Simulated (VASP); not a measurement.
ZnAu: single point with r2SCAN

The system is ZnAu.

```
CELL_PARAMETERS angstrom
3.12195 0.00000 0.00000
0.00000 3.12195 0.00000
0.00000 0.00000 3.12195
ATOMIC_POSITIONS crystal
Au 0.00000 0.00000 0.00000
Zn 0.50000 0.50000 0.50000
```

```
Program                : VASP 6.6.1
Task                   : single point
Functional             : r2SCAN
Potentials or basis    : VASP PAW PBE potentials, release 64 (Au, Zn)
Cutoff                 : 520 eV
k mesh                 : 6 × 6 × 6
Occupations            : fermi-dirac, width 0.1 eV
Spin                   : no spin polarisation
Dipole correction      : no
Further INCAR settings : ALGO = Normal; EDIFF = 1e-06; NBANDS = 18
```

```
Pressure : 4.2 GPa
```

Levels at points of the mesh, in eV from the Fermi level:
| k point | band 9 | band 10 | band 11 | band 12 | band 13 | band 14 |
| --- | --- | --- | --- | --- | --- | --- |
| (0.00, 0.00, 0.00) | -4.15 | -4.15 | -4.15 | 5.22 | 5.22 | 5.22 |
| (0.50, 0.00, 0.00) | -5.43 | -5.43 | -4.33 | -2.67 | 10.75 | 11.60 |
| (0.50, 0.50, 0.00) | -4.52 | -3.54 | -2.24 | -2.24 | 0.80 | 2.80 |
| (0.50, 0.50, 0.50) | -3.49 | -3.49 | 1.77 | 3.79 | 3.79 | 3.79 |

Run time: 26 s on 1 thread of Intel(R) Xeon(R) Platinum 8259CL CPU @ 2.50GHz (Skylake/Cascade Lake), with other jobs on the host, peak memory 0.15 GiB.

Caveat: the PAW data sets were made with another functional, which shifts forces and pressure a little; spin-orbit coupling is left out, which moves the levels of the heavy elements.
